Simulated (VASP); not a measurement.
# ZrB2 (Pmmm) in VASP: notebook, part 2 of 2

VASP 6.6.1.

## Step 3: Single point, PBE

This run uses another cell than the first one, of 14.95 Å³/atom.

The input, INCAR:

```
SYSTEM = ZrB2
PREC = Accurate
ENCUT = 520
EDIFF = 1E-6
ISMEAR = 0
SIGMA = 0.1
LREAL = .FALSE.
LASPH = .TRUE.
NELM = 100
ALGO = Normal
ISIF = 2
LWAVE = .FALSE.
LCHARG = .TRUE.
GGA = PE
LELF = .TRUE.
LVHAR = .TRUE.
NBANDS = 16
```

The input, KPOINTS:

```
regular mesh
0
G
  6 6 6
  0 0 0
```

The input, POSCAR:

```
ZrB2
1.0
    3.1009703998      0.0000000000      0.0000000000
    0.0000000000      3.1358388532      0.0000000000
    0.0000000000      0.0000000000      4.6117405048
Zr B
1 2
Direct
    0.5000000000      0.0000000000      0.0000000000
    0.5000000000      0.5000000000      0.5000000000
    0.5000000000      0.0000000000      0.5000000000
```

Potentials or basis: VASP PAW PBE potentials, release 64 (Zr_sv, B).

Run with:

```
cat potpaw_PBE.64/Zr_sv/POTCAR potpaw_PBE.64/B/POTCAR > POTCAR
mpirun -np 1 vasp_std > vasp.out
```

Wall time 30 s (1 thread of Intel Xeon Platinum 8488C (Sapphire Rapids), shared host); peak memory 0.18 GiB.

The run converged. Its results:

* Free energy: -20.6192 eV
* Pressure: 0.1 GPa
* Band gap on the k mesh: zero (bands 9 and 10 overlap by 1.80 eV)

Stress tensor (GPa, compression positive):
```
 0.06  0.00  0.00
 0.00 -0.06  0.00
 0.00  0.00  0.29
```

Levels at points of the mesh, in eV from the Fermi level:
| k point | band 7 | band 8 | band 9 | band 10 | band 11 | band 12 |
| --- | --- | --- | --- | --- | --- | --- |
| (0.00, 0.00, 0.00) | -2.73 | -2.51 | -1.08 | 0.45 | 2.87 | 3.11 |
| (0.50, 0.00, 0.00) | -3.44 | -1.65 | -0.81 | -0.56 | 2.32 | 3.27 |
| (0.00, 0.50, 0.00) | -2.72 | -0.87 | 1.00 | 2.04 | 3.19 | 3.53 |
| (0.50, 0.50, 0.00) | -2.55 | -1.84 | -0.82 | 0.46 | 1.42 | 2.00 |
| (0.00, 0.00, 0.50) | -4.13 | -2.07 | -0.96 | -0.37 | 4.31 | 4.63 |
| (0.50, 0.00, 0.50) | -4.19 | -3.77 | -0.70 | 1.55 | 2.38 | 2.57 |
| (0.00, 0.50, 0.50) | -2.57 | -1.01 | -0.81 | 1.80 | 2.30 | 2.51 |
| (0.50, 0.50, 0.50) | -2.30 | -1.90 | -1.64 | -0.45 | 0.64 | 2.84 |

## Step 4: Relaxation of cell and atoms, PBE

The input, INCAR:

```
PREC = Accurate ; ENCUT = 600
EDIFF = 1E-6 ; ISMEAR = 0
SIGMA = 0.1 ; LREAL = F
LASPH = T ; NELM = 100
ALGO = Normal ; ISIF = 3
LWAVE = F ; LCHARG = F
GGA = PE ; IBRION = 2
NSW = 90 ; EDIFFG = -0.04
```

The input, KPOINTS:

```
Automatic mesh
0
Gamma
  6 6 6
```

The input, POSCAR:

```
ZrB2
1.0
    2.8562828800      0.0000000000      0.0000000000
    0.0000000000      3.5587868000      0.0000000000
    0.0000000000      0.0000000000      3.6215816000
Zr B
1 2
Direct
    0.5000000000      0.0000000000      0.0000000000
    0.5000000000      0.5000000000      0.5000000000
    0.5000000000      0.0000000000      0.5000000000
```

Run with:

```
cat potpaw_PBE.64/Zr_sv/POTCAR potpaw_PBE.64/B/POTCAR > POTCAR
mpirun -np 1 vasp_std > vasp.out
```

It took 2.9 min on 1 thread of Intel Xeon Platinum 8488C (Sapphire Rapids), shared host; peak memory 0.18 GiB.

The run converged. Its results:

```yaml
Free_energy: -20.6160 eV
Relaxed_volume: 14.96 Å³/atom
Relaxed_cell: a = 3.099 Å, b = 3.134 Å, c = 4.620 Å, α = 90.00°, β = 90.00°, γ = 90.00°
Space_group_after_relaxing_to_0.1_Å: Pmmm (No. 47)
Energy_gained_by_relaxing: 1398.8 meV/atom
Ionic_steps: 13
Pressure_after_relaxing: 0.0 GPa
Band_gap_on_the_k_mesh: zero (bands 9 and 10 overlap by 1.80 eV)
```

Stress tensor (GPa, compression positive):
```
 0.01  0.00  0.00
 0.00  0.25  0.00
 0.00  0.00 -0.20
```

The path:
| step | energy change (eV) | largest force (eV/Å) | pressure (GPa) | volume (Å³) |
| --- | --- | --- | --- | --- |
| 1 | 0.0000 | 0.0000 | 38.87 | 36.81 |
| 2 | -3.4879 | 0.0000 | -9.11 | 51.22 |
| 3 | -4.0419 | 0.0000 | -8.45 | 46.18 |
| 4 | -3.9774 | 0.0000 | 10.81 | 41.95 |
| 5 | -4.1831 | 0.0000 | -1.12 | 44.21 |
| 6 | -4.1833 | 0.0000 | -0.84 | 44.15 |
| 7 | -4.1921 | 0.0000 | 0.45 | 43.76 |
| 8 | -4.1921 | 0.0000 | 0.45 | 43.76 |
| 9 | -4.1933 | 0.0000 | 0.30 | 43.95 |
| 10 | -4.1953 | 0.0000 | -0.12 | 44.48 |
| 11 | -4.1942 | 0.0000 | -1.00 | 45.56 |
| 12 | -4.1958 | 0.0000 | -0.44 | 44.88 |
| 13 | -4.1965 | 0.0000 | 0.02 | 44.87 |

Final structure:
```cif
data_structure
_symmetry_space_group_name_H-M 'P 1'
_symmetry_Int_Tables_number 1
_cell_length_a 3.0987
_cell_length_b 3.1341
_cell_length_c 4.6200
_cell_angle_alpha 90.000
_cell_angle_beta 90.000
_cell_angle_gamma 90.000
_cell_volume 44.87
loop_
_atom_site_label
_atom_site_type_symbol
_atom_site_fract_x
_atom_site_fract_y
_atom_site_fract_z
_atom_site_occupancy
Zr1 Zr 0.50000 0.00000 0.00000 1
B1 B 0.50000 0.50000 0.50000 1
B2 B 0.50000 0.00000 0.50000 1
```

Levels at points of the mesh, in eV from the Fermi level:
```csv
k point,band 5,band 6,band 7,band 8,band 9,band 10,band 11,band 12,band 13
"(0.00, 0.00, 0.00)",-10.77,-3.78,-2.75,-2.52,-1.08,0.45,2.87,3.11,4.32
"(0.50, 0.00, 0.00)",-9.38,-4.37,-3.44,-1.66,-0.81,-0.57,2.32,3.28,3.86
"(0.00, 0.50, 0.00)",-8.50,-7.80,-2.72,-0.88,0.98,2.05,3.18,3.53,3.85
"(0.50, 0.50, 0.00)",-7.47,-6.69,-2.56,-1.84,-0.82,0.46,1.40,1.98,5.02
"(0.00, 0.00, 0.50)",-9.89,-5.39,-4.13,-2.07,-0.96,-0.36,4.30,4.80,4.93
"(0.50, 0.00, 0.50)",-8.48,-4.98,-4.19,-3.77,-0.70,1.54,2.38,2.55,4.56
"(0.00, 0.50, 0.50)",-8.24,-7.50,-2.57,-1.01,-0.81,1.82,2.27,2.52,4.05
"(0.50, 0.50, 0.50)",-7.19,-6.43,-2.29,-1.89,-1.65,-0.46,0.65,2.82,4.30
```

Caveat: the k points lie up to 0.34 Å⁻¹ apart in the final cell, too coarse for converged energies and pressures of a metal; the volume moved by over 15 % at a fixed basis, so the end points are rough.

## Step 5: Single point, PBE, collinear spin

This run uses another cell than the first one, of 14.95 Å³/atom.

The input, INCAR:

```
  PREC = Accurate
  ENCUT = 520
  EDIFF = 1E-6
  ISMEAR = 0
  SIGMA = 0.1
  LREAL = False
  LASPH = True
  NELM = 150
  ALGO = Normal
  ISIF = 2
  LWAVE = False
  LCHARG = False
  ISPIN = 2
  MAGMOM = 1 0 0
  LORBIT = 11
  LMAXMIX = 4
  GGA = PE
  NBANDS = 20
```

The input, KPOINTS:

```
Automatic mesh
0
Gamma
  6 6 4
```

The input, POSCAR:

```
ZrB2
1.0
    3.1009703998      0.0000000000      0.0000000000
    0.0000000000      3.1358388532      0.0000000000
    0.0000000000      0.0000000000      4.6117405048
Zr B
1 2
Direct
    0.5000000000      0.0000000000      0.0000000000
    0.5000000000      0.5000000000      0.5000000000
    0.5000000000      0.0000000000      0.5000000000
```

Potentials or basis: VASP PAW PBE potentials, release 64 (Zr_sv, B).

Run with:

```
cat potpaw_PBE.64/Zr_sv/POTCAR potpaw_PBE.64/B/POTCAR > POTCAR
mpirun -np 1 vasp_std > vasp.out
```

OUTCAR:

```text
PREC = Accurate
   ENCUT = 520
   EDIFF = 1E-6
   ISMEAR = 0
   LREAL = False
   LASPH = True
   NELM = 150
   ISIF = 2
   ISPIN = 2
   LORBIT = 11
   GGA = PE

 ion  position               nearest neighbor table
   1  0.500  0.000  0.000-   3 2.31   3 2.31   2 2.79   2 2.79   2 2.79   2 2.79
   2  0.500  0.500  0.500-   3 1.57   3 1.57   1 2.79   1 2.79   1 2.79   1 2.79
   3  0.500  0.000  0.500-   2 1.57   2 1.57   1 2.31   1 2.31

  LATTYP: Found a simple orthorhombic cell.
 ALAT       =     3.1009703998
 B/A-ratio  =     1.0112443683
 C/A-ratio  =     1.4871926882

[... 1328 lines left out ...]
  energy-cutoff  :      520.00
  volume of cell :       44.85
      direct lattice vectors                 reciprocal lattice vectors
     3.100970400  0.000000000  0.000000000     0.322479699  0.000000000  0.000000000
     0.000000000  3.135838853  0.000000000     0.000000000  0.318893938  0.000000000
     0.000000000  0.000000000  4.611740505     0.000000000  0.000000000  0.216837873

 POSITION                                       TOTAL-FORCE (eV/Angst)
 -----------------------------------------------------------------------------------
      1.55049      0.00000      0.00000         0.000000      0.000000      0.000000
      1.55049      1.56792      2.30587         0.000000      0.000000      0.000000
      1.55049      0.00000      2.30587         0.000000      0.000000      0.000000
 -----------------------------------------------------------------------------------
    total drift:                                0.000000      0.000000     -0.000000

  FREE ENERGIE OF THE ION-ELECTRON SYSTEM (eV)
  ---------------------------------------------------
  free  energy   TOTEN  =       -20.6219475554 eV

  energy  without entropy=      -20.6116165906  energy(sigma->0) =      -20.61678207

 total charge

# of ion       s       p       d       tot
------------------------------------------
    1        2.201   5.959   1.701   9.861
    2        0.740   1.167   0.000   1.906
    3        0.780   1.296   0.000   2.076
--------------------------------------------------
tot          3.721   8.421   1.701  13.843

 magnetization (x)

# of ion       s       p       d       tot
------------------------------------------
    1        0.002   0.001   0.031   0.034
    2       -0.000  -0.001   0.000  -0.001
    3        0.000   0.000   0.000   0.001
--------------------------------------------------
tot          0.002   0.001   0.031   0.034
```

It took 55 s on 1 thread of Intel Xeon Platinum 8488C (Sapphire Rapids), shared host; peak memory 0.2 GiB.

What came out:

| Item | Value |
| --- | --- |
| Free energy | -20.6219 eV |
| Pressure | 0.5 GPa |
| Net moment | 0.05 μB per cell |
| Site moments | Zr +0.03; B -0.00, +0.00 μB |
| Valence electrons inside the program's atomic spheres | Zr 9.86; B 1.91, 2.08 |

## Step 6: Overview

```csv
task,spin,cell,k mesh,cutoff (eV),gap on the mesh (eV),pressure (GPa)
single point,off,"a = 2.856, b = 3.559, c = 3.622 Å, 3 atoms",6 × 6 × 6,520,none,38.9
single point,off,"a = 3.101, b = 3.136, c = 4.612 Å, 3 atoms",6 × 6 × 6,520,none,0.1
relaxation of cell and atoms,off,"relaxed from a = 2.856, b = 3.559, c = 3.622 Å, 3 atoms",6 × 6 × 6,600,none,0.0
single point,collinear,"a = 3.101, b = 3.136, c = 4.612 Å, 3 atoms",6 × 6 × 4,520,none,0.5
```

Alike in all rows: level PBE; potentials or basis VASP PAW PBE potentials, release 64 (Zr_sv, B); smearing gaussian 0.1 eV.

Caveats: some runs use coarse meshes; the volume moved by over 15 % at a fixed basis, so the end points are rough (at least some runs).

Total energies depend on the potentials used, so only differences within one code and one set of settings carry meaning.
